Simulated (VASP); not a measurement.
# ZnS (P6_3mc) in VASP: notebook

The runs below take ZnS through relaxation of the atoms, with PBE.

Program: VASP 6.6.1. These are calculated values, not measurements. Logs are shortened: lines on timing, memory, paths and dates and some standing lists are left out, and cuts for length are marked.

## (1) The cell of the first run

It takes space group P6_3mc (No. 186, hexagonal). Conventional cell: a = 3.806 Å, b = 3.806 Å, c = 6.242 Å, α = 90.00°, β = 90.00°, γ = 120.00°. Within 3.1 Å of Zn (site symmetry 3m) lie 4 S at 2.33 to 2.34 Å. S (site symmetry 3m) has 4 Zn at 2.33 to 2.34 Å within 3.1 Å.

## (2) Relaxation of the atoms, PBE (equal strain along all axes, cell held: -1.0 %)

INCAR reads:

```
  ALGO = Normal
  EDIFF = 1E-6
  EDIFFG = -0.008
  ENCUT = 520
  GGA = PE
  IBRION = 2
  ISIF = 2
  ISMEAR = 0
  LASPH = True
  LCHARG = False
  LREAL = False
  LWAVE = False
  NELM = 80
  NSW = 60
  PREC = Accurate
  SIGMA = 0.02
```

KPOINTS reads:

```
k-points
0
Gamma
  12 12 4
```

POSCAR reads:

```
ZnS
1.0
    3.8056262611      0.0000000000      0.0000000000
   -1.9028131306      3.2957690194      0.0000000000
    0.0000000000      0.0000000000      6.2415966227
Zn S
2 2
Direct
    0.3333333333      0.6666666667      0.0002666736
    0.6666666667      0.3333333333      0.5002666736
    0.3333333333      0.6666666667      0.3747333264
    0.6666666667      0.3333333333      0.8747333264
```

Potentials or basis: VASP PAW PBE potentials, release 64 (Zn, S).

Started as:

```bash
> cat potpaw_PBE.64/Zn/POTCAR potpaw_PBE.64/S/POTCAR > POTCAR
> mpirun -np 1 vasp_std > vasp.out
```

OUTCAR:

```text
EDIFF = 1E-6
   EDIFFG = -0.008
   ENCUT = 520
   GGA = PE
   IBRION = 2
   ISIF = 2
   ISMEAR = 0
   LASPH = True
   LREAL = False
   NELM = 80
   NSW = 60
   PREC = Accurate

 ion  position               nearest neighbor table
   1  0.333  0.667  0.000-   4 2.33   4 2.33   4 2.33   3 2.34
   2  0.667  0.333  0.500-   3 2.33   3 2.33   3 2.33   4 2.34
   3  0.333  0.667  0.375-   2 2.33   2 2.33   2 2.33   1 2.34
   4  0.667  0.333  0.875-   1 2.33   1 2.33   1 2.33   2 2.34

  LATTYP: Found a hexagonal cell.
 ALAT       =     3.8056262611
 C/A-ratio  =     1.6400971074

  Lattice vectors:

 A1 = (   3.8056262611,   0.0000000000,   0.0000000000)
 A2 = (  -1.9028131306,   3.2957690194,   0.0000000000)
 A3 = (   0.0000000000,   0.0000000000,   6.2415966227)

Analysis of symmetry for initial positions (statically):
=====================================================================
 Subroutine PRICEL returns:
 Original cell was already a primitive cell.

 Routine SETGRP: Setting up the symmetry group for a
 hexagonal supercell.

 Subroutine GETGRP returns: Found 12 space group operations
 (whereof  6 operations were pure point group operations)
 out of a pool of 24 trial point group operations.

The static configuration has the point symmetry C_3v.
 The point group associated with its full space group is C_6v.

Analysis of symmetry for dynamics (positions and initial velocities):
=====================================================================
 Subroutine PRICEL returns:
 Original cell was already a primitive cell.

 Routine SETGRP: Setting up the symmetry group for a
 hexagonal supercell.

 Subroutine GETGRP returns: Found 12 space group operations
 (whereof  6 operations were pure point group operations)
 out of a pool of 24 trial point group operations.

The dynamic configuration has the point symmetry C_3v.
 The point group associated with its full space group is C_6v.

 Subroutine INISYM returns: Found 12 space group operations
 (whereof  6 operations are pure point group operations),
 and found     1 'primitive' translations

----------------------------------------------------------------------------------------

                                     Primitive cell

  volume of cell :      78.2850

  direct lattice vectors                    reciprocal lattice vectors
     3.805626261  0.000000000  0.000000000     0.262768840  0.151709661  0.000000000
    -1.902813131  3.295769019  0.000000000     0.000000000  0.303419322  0.000000000
     0.000000000  0.000000000  6.241596623     0.000000000  0.000000000  0.160215416

  length of vectors
     3.805626261  3.805626261  6.241596623     0.303419322  0.303419322  0.160215416

  position of ions in fractional coordinates (direct lattice)
     0.333333333  0.666666667  0.000266674
     0.666666667  0.333333333  0.500266674
     0.333333333  0.666666667  0.374733326
     0.666666667  0.333333333  0.874733326

  ion indices of the primitive-cell ions
   primitive index   ion index
                 1           1
                 2           2
                 3           3
                 4           4

----------------------------------------------------------------------------------------

 KPOINTS: k-points

Automatic generation of k-mesh.
 Grid dimensions read from file:
 generate k-points for:   12   12    4

 Generating k-lattice:

  Cartesian coordinates                     Fractional coordinates (reciprocal lattice)
     0.021897403  0.012642472  0.000000000     0.083333333 -0.000000000  0.000000000
     0.000000000  0.025284943  0.000000000     0.000000000  0.083333333  0.000000000
     0.000000000  0.000000000  0.040053854     0.000000000  0.000000000  0.250000000

  Length of vectors
     0.025284943  0.025284943  0.040053854

  Shift w.r.t. Gamma in fractional coordinates (k-lattice)
     0.000000000  0.000000000  0.000000000

 Subroutine IBZKPT returns following result:
 ===========================================

 Found     57 irreducible k-points:

 Following reciprocal coordinates:
            Coordinates               Weight
  0.000000  0.000000  0.000000      1.000000
  0.083333  0.000000  0.000000      6.000000
  0.166667  0.000000  0.000000      6.000000
  0.250000  0.000000  0.000000      6.000000
  0.333333  0.000000  0.000000      6.000000
  0.416667 -0.000000  0.000000      6.000000
[... 16 lines left out ...]
  0.250000  0.000000  0.250000     12.000000
  0.333333  0.000000  0.250000     12.000000
 [... further k-points ...]
   k-points           NKPTS =     57   k-points in BZ     NKDIM =     57   number of bands    NBANDS=     22
   number of dos      NEDOS =    301   number of ions     NIONS =      4
   total plane-waves  NPLWV =  37632
   dimension x,y,z NGX =    28 NGY =   28 NGZ =   48
   dimension x,y,z NGXF=    56 NGYF=   56 NGZF=   96
   ions per type =               2   2
   NGX,Y,Z   is equivalent  to a cutoff of  12.23, 12.23, 12.78 a.u.
   NGXF,Y,Z  is equivalent  to a cutoff of  24.46, 24.46, 25.57 a.u.
 SYSTEM =  unknown system
   PREC   = accura    normal or accurate (medium, high low for compatibility)
   ISTART =      0    job   : 0-new  1-cont  2-samecut
   ICHARG =      2    charge: 1-file 2-atom 10-const
   ISPIN  =      1    spin polarized calculation?
   LNONCOLLINEAR =      F non collinear calculations
   LSORBIT =      F    spin-orbit coupling
   LASPH  =      T    aspherical Exc in radial PAW
   ENCUT  =  520.0 eV  38.22 Ry    6.18 a.u.   7.08  7.08 11.61*2*pi/ulx,y,z
   NELM   =     80;   NELMIN=  2; NELMDL= -5     # of ELM steps
   EDIFF  = 0.1E-05   stopping-criterion for ELM
   LREAL  =      F    real-space projection
   EDIFFG = -.8E-02   stopping-criterion for IOM
   NSW    =     60    number of steps for IOM
   IBRION =      2    ionic relax: 0-MD 1-quasi-New 2-CG
   NFREE  =      1    steps in history (QN), initial steepest desc. (CG)
   ISIF   =      2    stress and relaxation
   ISYM   =      2    0-nonsym 1-usesym 2-fastsym
   POTIM  = 0.5000    time-step for ionic-motion
   TEBEG  =    0.0;   TEEND  =   0.0 temperature during run
   PSTRESS=    0.0 pullay stress
   NELECT =      36.0000    total number of electrons
   NUPDOWN=      -1.0000    fix difference up-down
   EMIN   =  10.00;   EMAX   =-10.00  energy-range for DOS
   EFERMI =   0.00;   METHOD = LEGACY
   ISMEAR =     0;   SIGMA  =   0.02  broadening in eV -4-tet -1-fermi 0-gaus
   EFERMI_NEDOS =   21; number of points for ismear=-14 and -15
   IALGO  =     38    algorithm
   IMIX   =      4    mixing-type and parameters
     AMIX     =   0.40;   BMIX     =  1.00
     AMIX_MAG =   1.60;   BMIX_MAG =  1.00
  volume/ion in A,a.u.               =      19.57       132.07
  Fermi-wavevector in a.u.,A,eV,Ry     =   1.263619  2.387894 21.724869  1.596733
  Thomas-Fermi vector in A             =   2.396966
   LORBIT       =      0    0 simple, 1 ext, 2 COOP (PROOUT), +10 PAW based schemes
   GGA     = PE    functional components
   LHFCALC =     F    Hartree Fock is set to
   AEXX    =    0.0000 exact exchange contribution
   IVDW    =     0    specifies the selected vdW correction
   LEPSILON=     F    determine dielectric tensor
   LRPA    =     F    only Hartree local field effects (RPA)
 conjugate gradient relaxation of ions
 non-spin polarized calculation
 Gauss-broadening in eV      SIGMA  =   0.02
  energy-cutoff  :      520.00
  volume of cell :       78.29
 maximum number of plane-waves:      2130
   NGX = 15   NGY = 15   NGZ = 23

 number of electron      35.9999977 magnetization

 Free energy of the ion-electron system (eV)
  ---------------------------------------------------
  ext. energy  EPLUGINS =         0.00000000
  ---------------------------------------------------
  free energy    TOTEN  =       -13.67387648 eV

  energy without entropy =      -13.67387648  energy(sigma->0) =      -13.67387648

 E-fermi :   2.3178     XC(G=0):  -9.6614

 val. band max:        2.1994560621   @ k =   0.0000   0.0000   0.0000
 cond. band min:       4.4205914026   @ k =   0.0000   0.0000   0.0000
 fundamental gap:      2.2211353404
 Fermi energy:         2.3178257377

 k-point     1 :       0.0000    0.0000    0.0000
  band No.  band energies     occupation
      1     -11.0221      2.00000
      2     -10.0768      2.00000
      3      -4.1764      2.00000
      4      -4.1632      2.00000
      5      -4.1632      2.00000
      6      -4.0801      2.00000
[... 14 lines left out ...]
     21       8.5077      0.00000
     22       8.5077      0.00000

 k-point     2 :       0.0833    0.0000    0.0000
  band No.  band energies     occupation
      1     -10.9744      2.00000
      2     -10.0499      2.00000
      3      -4.1728      2.00000
      4      -4.1606      2.00000
      5      -4.1535      2.00000
      6      -4.0755      2.00000
[... 14 lines left out ...]
     21       8.2709      0.00000
     22       8.6483      0.00000

 k-point     3 :       0.1667    0.0000    0.0000
  band No.  band energies     occupation
      1     -10.8377      2.00000
      2      -9.9769      2.00000
      3      -4.1775      2.00000
      4      -4.1389      2.00000
      5      -4.1285      2.00000
      6      -4.0563      2.00000
[... 14 lines left out ...]
     21       7.9971      0.00000
     22       8.9824      0.00000
[... 476 lines left out ...]
 k-point    23 :       0.2500    0.0000    0.2500
  band No.  band energies     occupation
      1     -10.5321      2.00000
      2     -10.0018      2.00000
      3      -4.1927      2.00000
      4      -4.1203      2.00000
      5      -4.0827      2.00000
      6      -4.0250      2.00000
[... 14 lines left out ...]
     21       8.0592      0.00000
     22       8.3981      0.00000

 k-point    24 :       0.3333    0.0000    0.2500
  band No.  band energies     occupation
      1     -10.3112      2.00000
      2      -9.8887      2.00000
      3      -4.1846      2.00000
      4      -4.1038      2.00000
      5      -4.0535      2.00000
      6      -3.9422      2.00000
[... 14 lines left out ...]
     21       7.9194      0.00000
     22       8.4143      0.00000

 [... further k-points ...]

------------------------ aborting loop because EDIFF is reached ----------------------------------------

  FORCE on cell =-STRESS in cart. coord.  units (eV):
  Direction    XX          YY          ZZ          XY          YZ          ZX
  --------------------------------------------------------------------------------------
  -------------------------------------------------------------------------------------
  Total        1.1904588      1.1904588      1.2094241     -0.0000000      0.0000000      0.0000000
  in kB       24.3638741     24.3638741     24.7520180     -0.0000000      0.0000000      0.0000000
  external PRESSURE =      24.4932554 kB  Pullay stress =       0.0000000 kB

 VOLUME and BASIS-vectors are now :
 -----------------------------------------------------------------------------
  energy-cutoff  :      520.00
  volume of cell :       78.29
      direct lattice vectors                 reciprocal lattice vectors
     3.805626261  0.000000000  0.000000000     0.262768840  0.151709661  0.000000000
    -1.902813131  3.295769019  0.000000000     0.000000000  0.303419322  0.000000000
     0.000000000  0.000000000  6.241596623     0.000000000  0.000000000  0.160215416

 POSITION                                       TOTAL-FORCE (eV/Angst)
 -----------------------------------------------------------------------------------
     -0.00000      2.19718      0.00166        -0.000000      0.000000      0.006000
      1.90281      1.09859      3.12246         0.000000     -0.000000      0.006000
     -0.00000      2.19718      2.33893        -0.000000      0.000000     -0.006000
      1.90281      1.09859      5.45973        -0.000000      0.000000     -0.006000
 -----------------------------------------------------------------------------------
    total drift:                               -0.000000     -0.000001      0.000418

  FREE ENERGIE OF THE ION-ELECTRON SYSTEM (eV)
  ---------------------------------------------------
  free  energy   TOTEN  =       -13.6738764818 eV

  energy  without entropy=      -13.6738764818  energy(sigma->0) =      -13.67387648

 reached required accuracy - stopping structural energy minimisation
```

It took 41 s on 1 thread of Intel Xeon 6975P-C (Granite Rapids), shared host; peak memory 0.23 GiB.

What came out:

```yaml
Free_energy: -13.6739 eV
Pressure_after_relaxing: 2.4 GPa
Largest_force_after_relaxing: 0.006 eV/Å
Band_gap_on_the_k_mesh: 2.22 eV
```

Forces in eV/Å, atoms in the order of the input:
```
Zn   0.000  0.000  0.006
Zn   0.000  0.000  0.006
S    0.000  0.000 -0.006
S    0.000  0.000 -0.006
```

Final structure:
```cif
data_structure
_symmetry_space_group_name_H-M 'P 1'
_symmetry_Int_Tables_number 1
_cell_length_a 3.8056
_cell_length_b 3.8056
_cell_length_c 6.2416
_cell_angle_alpha 90.000
_cell_angle_beta 90.000
_cell_angle_gamma 120.000
_cell_volume 78.29
loop_
_atom_site_label
_atom_site_type_symbol
_atom_site_fract_x
_atom_site_fract_y
_atom_site_fract_z
_atom_site_occupancy
Zn1 Zn 0.33333 0.66667 0.00027 1
Zn2 Zn 0.66667 0.33333 0.50027 1
S1 S 0.33333 0.66667 0.37473 1
S2 S 0.66667 0.33333 0.87473 1
```

Levels at points of the mesh, in eV from the valence-band top:
| k point | band 15 | band 16 | band 17 | band 18 | band 19 | band 20 | band 21 | band 22 |
| --- | --- | --- | --- | --- | --- | --- | --- | --- |
| (0.00, 0.00, 0.00) | -0.90 | -0.08 | 0.00 | 0.00 | 2.22 | 3.11 | 6.31 | 6.31 |
| (0.50, 0.00, 0.00) | -3.29 | -2.25 | -1.70 | -0.89 | 3.66 | 4.26 | 5.12 | 6.91 |
| (0.00, 0.00, 0.50) | -0.47 | -0.47 | -0.47 | -0.47 | 3.57 | 3.57 | 6.77 | 6.77 |
| (0.50, 0.00, 0.50) | -1.64 | -1.64 | -1.62 | -1.62 | 3.55 | 3.55 | 5.22 | 5.22 |

Caveat: the cell differs from its parent crystal (equal strain along all axes, cell held: -1.0 %); the relaxation stopped at its first step, so nothing moved.

## (3) Relaxation of the atoms, PBE (equal strain along all axes, cell held: +1.0 %)

INCAR, as its differences from that of step 2:

```diff
@@ -1,3 +1,3 @@
   ALGO = Normal
-  EDIFF = 1E-6
+  EDIFF = 1E-7
   EDIFFG = -0.008
@@ -12,3 +12,3 @@
   LWAVE = False
-  NELM = 80
+  NELM = 60
   NSW = 60
```

KPOINTS is that of step 2.

POSCAR reads:

```
ZnS
1.0
    3.8825075997      0.0000000000      0.0000000000
   -1.9412537999      3.3623502118      0.0000000000
    0.0000000000      0.0000000000      6.3676894837
Zn S
2 2
Direct
    0.3333333333      0.6666666667      0.0002666736
    0.6666666667      0.3333333333      0.5002666736
    0.3333333333      0.6666666667      0.3747333264
    0.6666666667      0.3333333333      0.8747333264
```

Potentials or basis: VASP PAW PBE potentials, release 64 (Zn, S).

Started as:

```bash
> cat potpaw_PBE.64/Zn/POTCAR potpaw_PBE.64/S/POTCAR > POTCAR
> mpirun -np 1 vasp_std > vasp.out
```

It took 57 s on 1 thread of Intel Xeon 6975P-C (Granite Rapids), shared host; peak memory 0.24 GiB.

Results (log left out):

| Item | Value |
| --- | --- |
| Free energy | -13.6818 eV |
| Pressure after relaxing | -1.8 GPa |
| Largest force after relaxing | 0.006 eV/Å |
| Band gap on the k mesh | 1.95 eV |

Forces on the atoms (eV/Å):
```
Zn   0.000  0.000 -0.006
Zn   0.000  0.000 -0.006
S    0.000  0.000  0.006
S    0.000  0.000  0.006
```

Final structure:
```cif
data_structure
_symmetry_space_group_name_H-M 'P 1'
_symmetry_Int_Tables_number 1
_cell_length_a 3.8825
_cell_length_b 3.8825
_cell_length_c 6.3677
_cell_angle_alpha 90.000
_cell_angle_beta 90.000
_cell_angle_gamma 120.000
_cell_volume 83.13
loop_
_atom_site_label
_atom_site_type_symbol
_atom_site_fract_x
_atom_site_fract_y
_atom_site_fract_z
_atom_site_occupancy
Zn1 Zn 0.33333 0.66667 0.00027 1
Zn2 Zn 0.66667 0.33333 0.50027 1
S1 S 0.33333 0.66667 0.37473 1
S2 S 0.66667 0.33333 0.87473 1
```

Levels at points of the mesh, in eV from the valence-band top:
```
           k point  band 14  band 15  band 16  band 17  band 18  band 19  band 20  band 21  band 22
(0.00, 0.00, 0.00)    -0.81    -0.81    -0.07     0.00     0.00     1.95     3.00     6.34     6.34
(0.50, 0.00, 0.00)    -3.90    -3.01    -2.04    -1.53    -0.81     3.70     4.10     5.16     6.94
(0.00, 0.00, 0.50)    -2.74    -0.43    -0.43    -0.43    -0.43     3.39     3.39     6.69     6.69
(0.50, 0.00, 0.50)    -4.60    -1.50    -1.50    -1.47    -1.47     3.52     3.52     5.26     5.26
```

Caveat: the cell differs from its parent crystal (equal strain along all axes, cell held: +1.0 %); the relaxation stopped at its first step, so nothing moved. A k mesh can miss the band edges.
